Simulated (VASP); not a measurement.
A run of VASP 6.6.1 is set up as follows.

INCAR

```
PREC = Accurate
ENCUT = 520
EDIFF = 1E-7
ISMEAR = 0
SIGMA = 0.1
LREAL = False
LASPH = True
NELM = 150
ALGO = Normal
ISIF = 2
LWAVE = False
LCHARG = True
ISPIN = 2
MAGMOM = 0 0 0 0 0
LORBIT = 11
LMAXMIX = 4
GGA = PE
LELF = True
LVHAR = True
NBANDS = 34
```

File KPOINTS:

```
regular mesh
0
Gamma
  4 4 4
```

POSCAR

```
Nb2Te2S
1.0
    2.7687738600     -4.1166844900      0.0000000000
    2.7687738600      4.1166844900      0.0000000000
    0.0000000000      0.0000000000      5.5944644800
Nb Te S
2 2 1
Direct
    0.7734916000      0.7734916000      0.0000000000
    0.2265084000      0.2265084000      0.0000000000
    0.0000000000      0.5000000000      0.0000000000
    0.5000000000      0.0000000000      0.0000000000
    0.0000000000      0.0000000000      0.5000000000
```

Potentials or basis: VASP PAW PBE potentials, release 64 (Nb_sv, Te, S).

Command:

```bash
$ cat potpaw_PBE.64/Nb_sv/POTCAR potpaw_PBE.64/Te/POTCAR potpaw_PBE.64/S/POTCAR > POTCAR
$ mpirun -np 1 vasp_std > vasp.out
```

Q: What does it give for the band gap on the k mesh?

A: Zero (filled and empty bands overlap).

Q: Predict the largest force.

A: 1.573 eV/Å.

Q: What does it give for the net moment?

A: 0.00 μB per cell.

Q: Estimate the pressure.

A: 68.1 GPa.

Stress tensor (GPa, compression positive):
```
 19.15   0.00   0.00
  0.00 197.26   0.00
  0.00   0.00 -12.01
```

Caveat: the stress differs along the axes, from -12 to 197 GPa; spin-orbit coupling is left out, which moves the levels of the heavy elements; forces of over 1 eV/Å act on the atoms, so gaps and moduli don't describe the material at rest.
